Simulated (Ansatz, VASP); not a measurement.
Sb: VASP beside Ansatz

```
Sb
1.0
     3.36900    0.00000    0.00000
    -1.68450    2.91764    0.00000
     0.00000    0.00000    5.33000
Sb
2
Direct
  0.33333 0.66667 0.25000
  0.66667 0.33333 0.75000
```

Alike in both runs: task electric field gradients; functional PBEsol; k mesh 12 × 12 × 7; occupations fermi-dirac, width 0.05 eV; no spin polarisation.

```csv
,VASP,Ansatz
version,VASP 6.6.1,Ansatz 0.2.0
potentials or method,"VASP PAW PBE potentials, release 64 (Sb)","PAW with Ansatz's default frozen-core files, scalar-relativistic"
plane-wave cutoff (eV),520,420
valence electrons in the cell,10,30
```

|  | VASP | Ansatz | Ansatz less VASP |
| --- | --- | --- | --- |
| pressure (GPa) | -0.2 | -0.2 | +0.01 |
| traceless stress, the component that is largest in VASP (GPa) | -0.83 | -0.83 | +0.001 |
| size of Vzz on the site where it differs most (V/Å²) | 20.8 | 22.7 | +1.87 |

VASP's potentials were made for PBE, not for PBEsol. VASP's potentials hold 10 valence electrons a cell and Ansatz's 30, so a difference there can come from the potentials and not from the codes.

Spin-orbit coupling is off throughout.
